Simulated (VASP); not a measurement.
Wanted: the native input for a VASP 6.6.1 run.

```yaml
Task: single point
Functional: PBE
Potentials_or_basis: VASP PAW PBE potentials, release 64 (K_sv, C)
Cutoff: 600 eV
k_mesh: 6 × 6 × 4
Occupations: gaussian, width 0.2 eV
Spin: no spin polarisation
Dipole_correction: no
Further_INCAR_settings: ALGO = Normal; EDIFF = 1e-06; NBANDS = 14
```

The structure of KC lies in POSCAR:

```
KC
1.0
    2.3425695800     -2.3312573086      0.0000000000
    2.3425695800      2.3312573086      0.0000000000
    0.0000000000      0.0000000000      3.7140639645
K C
1 1
Direct
    0.0000000000      0.0000000000      0.5000000000
    0.5000000000      0.5000000000      0.0000000000
```

The input as run:

INCAR

```
SYSTEM = KC
PREC = Accurate
ENCUT = 600
EDIFF = 1E-6
ISMEAR = 0
SIGMA = 0.2
LREAL = .FALSE.
LASPH = .TRUE.
NELM = 120
ALGO = Normal
ISIF = 2
LWAVE = .FALSE.
LCHARG = .TRUE.
GGA = PE
LELF = .TRUE.
LVHAR = .TRUE.
NBANDS = 14
GGA_COMPAT = .FALSE.
```

KPOINTS

```
regular mesh
0
G
  6 6 4
  0 0 0
```

Potentials or basis: VASP PAW PBE potentials, release 64 (K_sv, C).

Command:

```sh
$ cat potpaw_PBE.64/K_sv/POTCAR potpaw_PBE.64/C/POTCAR > POTCAR
$ mpirun -np 1 vasp_std > vasp.out
```

Results of the run:

The pressure is 0.3 GPa.

Caveat: the k points lie up to 0.42 Å⁻¹ apart.

Wall time 11 s on 1 thread of Intel(R) Xeon(R) Platinum 8559C (Emerald Rapids) (shared host), peak memory 0.17 GiB.
